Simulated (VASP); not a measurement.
A run of VASP 6.6.1:

File POSCAR:

```
CdI2
1.0
    4.2886201638      0.0000000000      0.0000000000
   -2.1443100819      3.7140540090      0.0000000000
    0.0000000000      0.0000000000      7.1785259559
Cd I
1 2
Direct
    0.0000000000      0.0000000000      0.0000000000
    0.3333333333      0.6666666667      0.2388043000
    0.6666666667      0.3333333333      0.7611957000
```

Contents of INCAR.step1:

```
SYSTEM = CdI2
ALGO     = Normal         ! electronic algorithm
EDIFF    = 1E-5           ! SCF threshold, eV
ENCUT    = 550            ! plane-wave cutoff, eV
GGA      = PE             ! functional
GGA_COMPAT= .FALSE.      
ISMEAR   = 0              ! smearing method
LASPH    = .TRUE.         ! aspherical terms in the spheres
LCHARG   = .FALSE.        ! write CHGCAR
LREAL    = .FALSE.        ! projectors in reciprocal space
LWAVE    = .TRUE.         ! write WAVECAR
NBANDS   = 20             ! bands
NELM     = 120            ! most SCF steps
PREC     = Accurate       ! precision mode
SIGMA    = 0.05           ! smearing width, eV
```

File INCAR.step2:

```
SYSTEM = CdI2
ALGO     = Normal         ! electronic algorithm
EDIFF    = 1E-6           ! SCF threshold, eV
ENCUT    = 550            ! plane-wave cutoff, eV
GGA_COMPAT= .FALSE.      
ISIF     = 2              ! what is computed and relaxed
ISMEAR   = 0              ! smearing method
ISTART   = 1            
LASPH    = .TRUE.         ! aspherical terms in the spheres
LCHARG   = .TRUE.         ! write CHGCAR
LELF     = .TRUE.         ! ELF
LMIXTAU  = .TRUE.       
LREAL    = .FALSE.        ! projectors in reciprocal space
LVHAR    = .TRUE.       
LWAVE    = .FALSE.        ! write WAVECAR
METAGGA  = R2SCAN         ! meta-GGA
NBANDS   = 20             ! bands
NELM     = 120            ! most SCF steps
PREC     = Accurate       ! precision mode
SIGMA    = 0.05           ! smearing width, eV
```

The input KPOINTS:

```
k-points
0
G
  6 6 4
  0 0 0
```

Potentials or basis: VASP PAW PBE potentials, release 64 (Cd, I).

Run with:

```bash
$ cat potpaw_PBE.64/Cd/POTCAR potpaw_PBE.64/I/POTCAR > POTCAR
$ cp INCAR.step1 INCAR
$ mpirun -np 1 vasp_std > vasp.out
$ cp INCAR.step2 INCAR
$ mpirun -np 1 vasp_std > vasp.out
```

Hardware: 1 thread of Intel(R) Xeon(R) Platinum 8259CL CPU @ 2.50GHz (Skylake/Cascade Lake) (shared host).

**Question.** Estimate the wall time of this run.

**Answer.** Wall time 4.3 min on 1 thread of Intel(R) Xeon(R) Platinum 8259CL CPU @ 2.50GHz (Skylake/Cascade Lake), with other jobs on the host, peak memory 0.31 GiB. Counts: k points 24.
